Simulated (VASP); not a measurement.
## LiSb2: relaxation of cell and atoms with PBE+D3(BJ)

Crystal: LiSb2.

```
Li Sb
1.0
     2.07975    1.20074    6.87837
    -2.07975    1.20074    6.87837
     0.00000   -2.40149    6.87837
Li Sb
1 2
Direct
  0.50000 0.50000 0.50000
  0.75031 0.75031 0.75031
  0.24969 0.24969 0.24969
```

```yaml
Program: VASP 6.6.1
Task: relaxation of cell and atoms
Functional: PBE
Dispersion: D3(BJ)
Potentials_or_basis: VASP PAW PBE potentials, release 64 (Li_sv, Sb)
Cutoff: 600 eV
k_mesh: 6 × 6 × 6
Occupations: gaussian, width 0.1 eV
Spin: no spin polarisation
Dipole_correction: no
Further_INCAR_settings: ALGO = Normal; EDIFF = 1e-07; IBRION = 2; EDIFFG = -0.04; NSW = 90; ISIF = 3
```

```
Relaxed volume                         : 23.50 Å³/atom
Relaxed cell                           : a = 6.497 Å, b = 6.497 Å, c = 6.497 Å, α = 32.52°, β = 32.52°, γ = 32.52°
Space group after relaxing (to 0.05 Å) : R-3m (No. 166)
Energy gained by relaxing              : 646.4 meV/atom
Ionic steps                            : 24
Pressure after relaxing                : 0.1 GPa
Largest force after relaxing           : 0.029 eV/Å
Dispersion energy per atom             : -0.410 eV
```

Forces on the atoms (eV/Å):
```
Li   0.000  0.000  0.000
Sb   0.000  0.000 -0.029
Sb   0.000  0.000  0.029
```

Stress tensor (GPa, compression positive):
```
0.02 0.00 0.00
0.00 0.02 0.00
0.00 0.00 0.19
```

The path:
```csv
step,energy change (eV),largest force (eV/Å),pressure (GPa),volume (Å³)
1,0.0000,0.0810,-7.15,103.06
2,-0.8382,0.4373,-4.72,81.85
3,-1.0236,0.8548,-1.18,72.31
4,-1.0306,0.9897,0.15,69.90
5,-1.0308,0.9553,-0.19,70.48
6,-1.1416,1.1562,-0.03,68.85
7,-1.4839,1.2816,2.29,64.09
8,-0.7826,3.5986,26.20,55.25
9,-1.5426,1.2062,3.67,62.63
10,-1.5896,0.2120,10.32,58.86
11,-1.6194,0.7704,6.75,60.45
12,-1.6720,0.5618,6.68,60.86
13,-1.7630,0.0067,7.08,61.88
14,-1.5946,1.6383,10.82,63.97
15,-1.7661,0.5927,7.59,62.37
16,-1.8498,0.5087,5.06,64.77
17,-1.9265,0.3414,0.90,70.00
18,-1.9280,0.3073,0.36,70.87
19,-1.9280,0.2996,0.25,71.04
20,-1.9339,0.1915,0.09,70.95
21,-1.9381,0.0273,-0.08,70.83
22,-1.9386,0.0506,-0.16,70.78
23,-1.9389,0.0413,-0.06,70.65
24,-1.9391,0.0285,0.08,70.49
```

Final structure:
```
Li Sb
1.0
     1.81931    1.05038    6.14802
    -1.81931    1.05038    6.14802
     0.00000   -2.10076    6.14802
Li Sb
1 2
Direct
  0.50000 0.50000 0.50000
  0.72427 0.72427 0.72427
  0.27573 0.27573 0.27573
```

Levels at points of the mesh, in eV from the Fermi level:
| k point | band 5 | band 6 | band 7 | band 8 | band 9 | band 10 |
| --- | --- | --- | --- | --- | --- | --- |
| (0.00, 0.00, 0.00) | 1.41 | 1.41 | 3.13 | 3.31 | 3.31 | 6.17 |
| (0.50, 0.00, 0.00) | -3.37 | -1.13 | -0.84 | -0.78 | 1.60 | 3.20 |
| (0.50, 0.50, 0.00) | -4.43 | -1.10 | -0.33 | 1.70 | 2.58 | 3.30 |
| (0.50, 0.50, 0.50) | 0.10 | 1.43 | 1.43 | 3.18 | 3.18 | 5.03 |

Wall time 22 min on 1 thread of Intel(R) Xeon(R) Platinum 8375C CPU @ 2.90GHz (Ice Lake) (shared host), peak memory 0.57 GiB.

Caveat: the cutoff is under 1.25 times the usual one of these potentials, so pressure, stress and relaxed cells hold a basis-set (Pulay) error; the volume moved by over 15 % at a fixed basis, so the end points are rough; spin-orbit coupling is left out, which moves the levels of the heavy elements; pairwise dispersion overbinds metals, which lowers pressure and volume.
